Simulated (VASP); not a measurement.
# B24HN24 (a cell with a defect) in VASP: single point with PBE+D3(BJ)

Aim: the single point of B24HN24 (a cell with a defect) with PBE+D3(BJ).

Program: VASP 6.6.1. These are calculated values, not measurements. Logs are shortened: lines on timing, memory, paths and dates and some standing lists are left out, and cuts for length are marked.

### Step 1. The cell of the first run

The cell holds a defect, 49 atoms: a = 7.964 Å, b = 7.964 Å, c = 8.684 Å, α = 105.79°, β = 105.79°, γ = 114.00°.

### Step 2. Single point, PBE+D3(BJ) (with an interstitial atom, then relaxed in part)

File INCAR:

```
SYSTEM = B24HN24
  PREC = Accurate
  ENCUT = 520
  EDIFF = 1E-6
  ISMEAR = 0
  SIGMA = 0.01
  LREAL = Auto
  LASPH = .True.
  NELM = 60
  ALGO = Normal
  ISIF = 2
  LWAVE = .False.
  LCHARG = .False.
  GGA = PE
  IVDW = 12
  NELECT = 194.0
  NBANDS = 126
```

File KPOINTS:

```
Automatic mesh
0
Gamma
  2 2 2
  0.5 0.5 0.5
```

File POSCAR:

```
B24HN24
1.0
    0.0000000000     -6.6789644132      4.3376638254
    0.0000000000      6.6789644132      4.3376638254
   -7.5230548018      0.0000000000     -4.3376638254
B N H
24 24 1
Direct
    0.7002125224      0.2165793619      0.8349662169
    0.0998282402      0.1503056039      0.8349590659
    0.7064585151      0.2102108919      0.3350567401
    0.1297265037      0.1198979817      0.3334891460
    0.8700455181      0.3796589445      0.1681086136
    0.2988185355      0.2864698643      0.1671329897
    0.0329192116      0.5493472972      1.0011365550
    0.6270333389      0.6196608351      0.8349604530
    0.4625945674      0.4514909332      1.0027933305
    0.2021653919      0.7141753153      0.8349661561
    0.8667481936      0.3831775929      0.6687962245
    0.2947632795      0.2836567513      0.6671271020
    0.0397528077      0.5437311543      0.5019379154
    0.6311970179      0.6213697419      0.3364315130
    0.4636369085      0.4527085204      0.5016703960
    0.2063686272      0.7101201620      0.3348760761
    0.7969265423      0.7859981332      0.1682499755
    0.3727812281      0.8767599241      0.1679948094
   -0.0377871099     -0.0483026678      0.9992612837
    0.5386821772      0.0443347238      1.0014474306
    0.7979123949      0.7873964787      0.6706594103
    0.3722008233      0.8778536954      0.6684851242
   -0.0333525932     -0.0457045228      0.5027874399
    0.5369017666      0.0465179098      0.5018238742
    1.0307869777      0.5532585255      0.8349662753
    0.4598254946      0.4550036856      0.8349604210
    1.0399367489      0.5431428464      0.3350425233
    0.4655044646      0.4527901968      0.3359619056
    0.2049108780      0.7109591254      0.1680170484
    0.6315365165      0.6199940548      0.1693973628
    0.3729243402      0.8768510039      1.0016369650
    0.9613953873      0.9490629318      0.8349605568
    0.7953691073      0.7854046035      1.0015519363
    0.5386435563      1.0448945616      0.8349663015
    0.2062537082      0.7101802982      0.6682956219
    0.6287778767      0.6188129246      0.6683688615
    0.3731732347      0.8764237061      0.5015299577
    0.9645037995      0.9517872804      0.3339584735
    0.7955661406      0.7886149070      0.5022883251
    0.5398597812      1.0430675045      0.3348899751
    0.1282377924      0.1212873697      0.1676325296
    0.7066097088      0.2098601657      0.1684027204
    0.3015618179      0.2872338811      1.0045818531
    0.8638169270      0.3857938226      1.0022005551
    0.1319438928      0.1176091446      0.6653386629
    0.6965796947      0.2185618342      0.6677316891
    0.2971006096      0.2855564686      0.5005232510
    0.8718597468      0.3779086723      0.5019157425
    1.0102428247      0.2419812949      0.8349570881
```

Potentials or basis: VASP PAW PBE potentials, release 64 (B, N, H).

Command:

```sh
cat potpaw_PBE.64/B/POTCAR potpaw_PBE.64/N/POTCAR potpaw_PBE.64/H/POTCAR > POTCAR
mpirun -np 1 vasp_std > vasp.out
```

OUTCAR:

```text
SYSTEM = B24HN24
   PREC = Accurate
   ENCUT = 520
   EDIFF = 1E-6
   ISMEAR = 0
   LREAL = Auto
   LASPH = .True.
   NELM = 60
   ISIF = 2
   GGA = PE
   IVDW = 12
   NELECT = 194.0
 IVDW          = 12

 ion  position               nearest neighbor table
   1  0.700  0.217  0.835-  34 1.45  44 1.45  46 1.45
   2  0.100  0.150  0.835-  49 1.21  32 1.53  45 1.53  43 1.53
   3  0.706  0.210  0.335-  42 1.45  40 1.45  48 1.45
   4  0.130  0.120  0.333-  41 1.44  38 1.45  47 1.45
   5  0.870  0.380  0.168-  44 1.44  42 1.45  27 1.45
   6  0.299  0.286  0.167-  43 1.42  28 1.46  41 1.46
   7  0.033  0.549  0.001-  25 1.45  44 1.45  29 1.45
   8  0.627  0.620  0.835-  26 1.44  33 1.45  36 1.45
[... 38 lines left out ...]
  47  0.297  0.286  0.501-  15 1.44   4 1.45  12 1.46
  48  0.872  0.378  0.502-  13 1.45   3 1.45  11 1.45
  49  0.010  0.242  0.835-   2 1.21

  LATTYP: Found a face centered orthorhombic cell.
 ALAT       =     8.6753276508
 B/A-ratio  =     1.5397607288
 C/A-ratio  =     1.7343563505

  Lattice vectors:

 A1 = (  -7.5230548018,   6.6789644132,   0.0000000000)
 A2 = (  -7.5230548018,   0.0000000000,   4.3376638254)
 A3 = (   0.0000000000,   6.6789644132,   4.3376638254)

Analysis of symmetry for initial positions (statically):
=====================================================================
 Subroutine PRICEL returns:
 Original cell was already a primitive cell.

 Routine SETGRP: Setting up the symmetry group for a
 face centered orthorhombic supercell.

 Subroutine GETGRP returns: Found  1 space group operations
 (whereof  1 operations were pure point group operations)
 out of a pool of  8 trial point group operations.

The static configuration has the point symmetry C_1 .

Analysis of symmetry for dynamics (positions and initial velocities):
=====================================================================
 Subroutine PRICEL returns:
 Original cell was already a primitive cell.

 Routine SETGRP: Setting up the symmetry group for a
 face centered orthorhombic supercell.

 Subroutine GETGRP returns: Found  1 space group operations
 (whereof  1 operations were pure point group operations)
 out of a pool of  8 trial point group operations.

The dynamic configuration has the point symmetry C_1 .

 Subroutine INISYM returns: Found  1 space group operations
 (whereof  1 operations are pure point group operations),
 and found     1 'primitive' translations

----------------------------------------------------------------------------------------

                                     Primitive cell

  volume of cell :     435.9024

  direct lattice vectors                    reciprocal lattice vectors
     0.000000000 -6.678964413  4.337663825    -0.066462363 -0.074861905  0.115269422
     0.000000000  6.678964413  4.337663825    -0.066462363  0.074861905  0.115269422
    -7.523054802  0.000000000 -4.337663825    -0.132924726  0.000000000  0.000000000

  length of vectors
     7.963911922  7.963911922  8.683989925     0.152671510  0.152671510  0.132924726

  position of ions in fractional coordinates (direct lattice)
     0.700212522  0.216579362  0.834966217
     0.099828240  0.150305604  0.834959066
     0.706458515  0.210210892  0.335056740
     0.129726504  0.119897982  0.333489146
     0.870045518  0.379658945  0.168108614
     0.298818535  0.286469864  0.167132990
[... 41 lines left out ...]
     0.871859747  0.377908672  0.501915743
     0.010242825  0.241981295  0.834957088

  ion indices of the primitive-cell ions
   primitive index   ion index
                 1           1
                 2           2
                 3           3
                 4           4
                 5           5
                 6           6
[... 41 lines left out ...]
                48          48
                49          49

----------------------------------------------------------------------------------------

 KPOINTS: Automatic mesh

Automatic generation of k-mesh.
 Grid dimensions read from file:
 generate k-points for:    2    2    2

 Generating k-lattice:

  Cartesian coordinates                     Fractional coordinates (reciprocal lattice)
    -0.033231182 -0.037430953  0.057634711     0.500000000  0.000000000  0.000000000
    -0.033231182  0.037430953  0.057634711     0.000000000  0.500000000  0.000000000
    -0.066462363  0.000000000  0.000000000     0.000000000  0.000000000  0.500000000

  Length of vectors
     0.076335755  0.076335755  0.066462363

  Shift w.r.t. Gamma in fractional coordinates (k-lattice)
     0.500000000  0.500000000  0.500000000

 Subroutine IBZKPT returns following result:
 ===========================================

 Found      4 irreducible k-points:

 Following reciprocal coordinates:
            Coordinates               Weight
  0.250000  0.250000  0.250000      2.000000
 -0.250000  0.250000  0.250000      2.000000
 -0.250000  0.250000 -0.250000      2.000000
 -0.250000 -0.250000  0.250000      2.000000
   k-points           NKPTS =      4   k-points in BZ     NKDIM =      4   number of bands    NBANDS=    126
   number of dos      NEDOS =    301   number of ions     NIONS =     49
   total plane-waves  NPLWV = 252000
   dimension x,y,z NGX =    60 NGY =   60 NGZ =   70
   dimension x,y,z NGXF=   120 NGYF=  120 NGZF=  140
   ions per type =              24  24   1
   NGX,Y,Z   is equivalent  to a cutoff of  12.52, 12.52, 13.40 a.u.
   NGXF,Y,Z  is equivalent  to a cutoff of  25.05, 25.05, 26.80 a.u.
 SYSTEM =  B24HN24
   PREC   = accura    normal or accurate (medium, high low for compatibility)
   ISTART =      0    job   : 0-new  1-cont  2-samecut
   ICHARG =      2    charge: 1-file 2-atom 10-const
   ISPIN  =      1    spin polarized calculation?
   LNONCOLLINEAR =      F non collinear calculations
   LSORBIT =      F    spin-orbit coupling
   LASPH  =      T    aspherical Exc in radial PAW
   ENCUT  =  520.0 eV  38.22 Ry    6.18 a.u.  14.81 14.81 16.15*2*pi/ulx,y,z
   NELM   =     60;   NELMIN=  2; NELMDL= -5     # of ELM steps
   EDIFF  = 0.1E-05   stopping-criterion for ELM
   LREAL  =      T    real-space projection
   EDIFFG = 0.1E-04   stopping-criterion for IOM
   NSW    =      0    number of steps for IOM
   IBRION =     -1    ionic relax: 0-MD 1-quasi-New 2-CG
   NFREE  =      0    steps in history (QN), initial steepest desc. (CG)
   ISIF   =      2    stress and relaxation
   ISYM   =      2    0-nonsym 1-usesym 2-fastsym
   POTIM  = 0.5000    time-step for ionic-motion
   TEBEG  =    0.0;   TEEND  =   0.0 temperature during run
   PSTRESS=    0.0 pullay stress
   NELECT =     194.0000    total number of electrons
   NUPDOWN=      -1.0000    fix difference up-down
   EMIN   =  10.00;   EMAX   =-10.00  energy-range for DOS
   EFERMI =   0.00;   METHOD = LEGACY
   ISMEAR =     0;   SIGMA  =   0.01  broadening in eV -4-tet -1-fermi 0-gaus
   EFERMI_NEDOS =   21; number of points for ismear=-14 and -15
   IALGO  =     38    algorithm
   IMIX   =      4    mixing-type and parameters
     AMIX     =   0.40;   BMIX     =  1.00
     AMIX_MAG =   1.60;   BMIX_MAG =  1.00
  volume/ion in A,a.u.               =       8.90        60.03
  Fermi-wavevector in a.u.,A,eV,Ry     =   1.249911  2.361989 21.256067  1.562277
  Thomas-Fermi vector in A             =   2.383929
   LORBIT       =      0    0 simple, 1 ext, 2 COOP (PROOUT), +10 PAW based schemes
   GGA     = PE    functional components
   LHFCALC =     F    Hartree Fock is set to
   AEXX    =    0.0000 exact exchange contribution
   IVDW    =    12    specifies the selected vdW correction
   LEPSILON=     F    determine dielectric tensor
   LRPA    =     F    only Hartree local field effects (RPA)
 non-spin polarized calculation
 Gauss-broadening in eV      SIGMA  =   0.01
  energy-cutoff  :      520.00
  volume of cell :      435.90
 maximum number of plane-waves:     11744
   NGX = 29   NGY = 29   NGZ = 33

 number of electron     194.0000006 magnetization

 Free energy of the ion-electron system (eV)
  ---------------------------------------------------
  ext. energy  EPLUGINS =         0.00000000
  ---------------------------------------------------
  free energy    TOTEN  =      -419.29884045 eV

  energy without entropy =     -419.29884045  energy(sigma->0) =     -419.29884045

 E-fermi :   3.6277     XC(G=0): -10.1182

 val. band max:        3.5100735025   @ k =   0.2500   0.2500   0.2500
 cond. band min:       6.6669119052   @ k =  -0.2500   0.2500   0.2500
 fundamental gap:      3.1568384027
 Fermi energy:         3.6277157002

 k-point     1 :       0.2500    0.2500    0.2500
  band No.  band energies     occupation
      1     -15.3647      2.00000
      2     -15.0339      2.00000
      3     -14.9923      2.00000
      4     -14.8843      2.00000
      5     -14.5443      2.00000
      6     -14.2940      2.00000
[... 101 lines left out ...]
    108       8.3178      0.00000
    109       8.4474      0.00000

 k-point     2 :      -0.2500    0.2500    0.2500
  band No.  band energies     occupation
      1     -15.5823      2.00000
      2     -15.0647      2.00000
      3     -14.8005      2.00000
      4     -14.4332      2.00000
      5     -14.4315      2.00000
      6     -14.2942      2.00000
[... 101 lines left out ...]
    108       8.6553      0.00000
    109       8.9419      0.00000

 k-point     3 :      -0.2500    0.2500   -0.2500
  band No.  band energies     occupation
      1     -15.5823      2.00000
      2     -15.0647      2.00000
      3     -14.8005      2.00000
      4     -14.4332      2.00000
      5     -14.4315      2.00000
      6     -14.2942      2.00000
[... 101 lines left out ...]
    108       8.6553      0.00000
    109       8.9419      0.00000

 k-point     4 :      -0.2500   -0.2500    0.2500
  band No.  band energies     occupation
      1     -15.3982      2.00000
      2     -15.0003      2.00000
      3     -14.9540      2.00000
      4     -14.8610      2.00000
      5     -14.5854      2.00000
      6     -14.3224      2.00000
[... 101 lines left out ...]
    108       8.1283      0.00000
    109       8.2759      0.00000
 [bands above 109 left out]

------------------------ aborting loop because EDIFF is reached ----------------------------------------

 Edisp (eV)   -6.83805

 E8    (eV) :    -1.9961

  FORCE on cell =-STRESS in cart. coord.  units (eV):
  Direction    XX          YY          ZZ          XY          YZ          ZX
  --------------------------------------------------------------------------------------
  -------------------------------------------------------------------------------------
  Total       8.12019     9.49842    10.69285    -0.00101     0.03850     0.00528
  in kB      29.84608    34.91184    39.30200    -0.00370     0.14149     0.01940
  external pressure =       34.69 kB  Pullay stress =        0.00 kB

 VOLUME and BASIS-vectors are now :
 -----------------------------------------------------------------------------
  energy-cutoff  :      520.00
  volume of cell :      435.90
      direct lattice vectors                 reciprocal lattice vectors
     0.000000000 -6.678964413  4.337663825    -0.066462363 -0.074861905  0.115269422
     0.000000000  6.678964413  4.337663825    -0.066462363  0.074861905  0.115269422
    -7.523054802  0.000000000 -4.337663825    -0.132924726  0.000000000  0.000000000

 POSITION                                       TOTAL-FORCE (eV/Angst)
 -----------------------------------------------------------------------------------
     -6.28150     -3.23017      0.35493         0.000220     -0.003828      0.003373
     -6.28144      0.33714     -2.53678        -0.000021     -0.000967      0.000339
     -2.52065     -3.31442      2.52284         0.001416     -0.001074      0.000594
     -2.50886     -0.06564     -0.36378        -0.000779     -0.000569     -0.000517
     -1.26469     -3.27527      4.69160        -0.002379     -0.001395     -0.001382
     -1.25735     -0.08248      1.81382        -0.000363     -0.001012     -0.002727
[... 41 lines left out ...]
     -3.77594     -3.29908      3.24393         0.001416     -0.000785     -0.000652
     -6.28143      1.54777     -2.52770        -0.000078      0.002414      0.001015
 -----------------------------------------------------------------------------------
    total drift:                                0.002601      0.004166     -0.001218

  FREE ENERGIE OF THE ION-ELECTRON SYSTEM (eV)
  ---------------------------------------------------
  free  energy   TOTEN  =      -426.1368947641 eV

  energy  without entropy=     -426.1368947641  energy(sigma->0) =     -426.13689476
```

Wall time 8.3 min (1 thread of Intel Xeon Platinum 8375C at 2.90GHz (Ice Lake), shared host); peak memory 0.6 GiB.

Results:

```yaml
Free_energy: -426.1369 eV
Largest_force: 0.009 eV/Å
Dispersion_energy_per_atom: -0.140 eV
```

Forces on the atoms (eV/Å):
```
B    0.000 -0.004  0.003
B    0.000 -0.001  0.000
B    0.001 -0.001  0.001
B   -0.001 -0.001 -0.001
B   -0.002 -0.001 -0.001
B    0.000 -0.001 -0.003
B    0.004 -0.004 -0.003
B   -0.001  0.000  0.001
B    0.001  0.000  0.003
B    0.000  0.000  0.004
B   -0.005 -0.004 -0.001
B   -0.001 -0.001  0.006
B    0.000 -0.001  0.001
B    0.002  0.000 -0.001
B    0.000  0.001  0.000
B    0.001 -0.001  0.000
B   -0.001  0.000  0.000
B    0.000 -0.001  0.000
B   -0.004  0.000  0.000
B    0.002  0.000  0.000
B    0.003 -0.001  0.000
B   -0.002  0.000  0.000
B    0.002 -0.001 -0.002
B    0.002 -0.002 -0.001
N    0.000  0.003  0.007
N    0.000  0.002 -0.005
N    0.001  0.000  0.000
N   -0.001  0.002  0.000
N   -0.002  0.000 -0.001
N   -0.001  0.001  0.001
N    0.000  0.000 -0.001
N    0.000  0.003  0.001
N    0.000  0.001 -0.002
N    0.000  0.000 -0.001
N    0.001  0.000 -0.001
N    0.000  0.001 -0.001
N    0.002 -0.002  0.002
N    0.002  0.001  0.000
N   -0.003  0.002  0.001
N   -0.002  0.000  0.000
N    0.003  0.002  0.002
N   -0.002 -0.002  0.001
N    0.001  0.000 -0.003
N   -0.008  0.003 -0.003
N   -0.002  0.000 -0.003
N    0.007  0.004 -0.003
N    0.001  0.002  0.001
N    0.001 -0.001 -0.001
H    0.000  0.002  0.001
```

Levels at points of the mesh, in eV from the Fermi level:
```tsv
k point	band 93	band 94	band 95	band 96	band 97	band 98	band 99	band 100	band 101	band 102
(0.25, 0.25, 0.25)	-2.07	-1.99	-1.76	-1.66	-0.12	3.46	3.47	3.48	3.53	3.86
```

Caveat: the cell carries a net charge on a neutralising background, which shifts energy and pressure; the cell differs from its parent crystal (with an interstitial atom, then relaxed in part); the cell is charged against a uniform background, so pressure and absolute levels hang on convention.
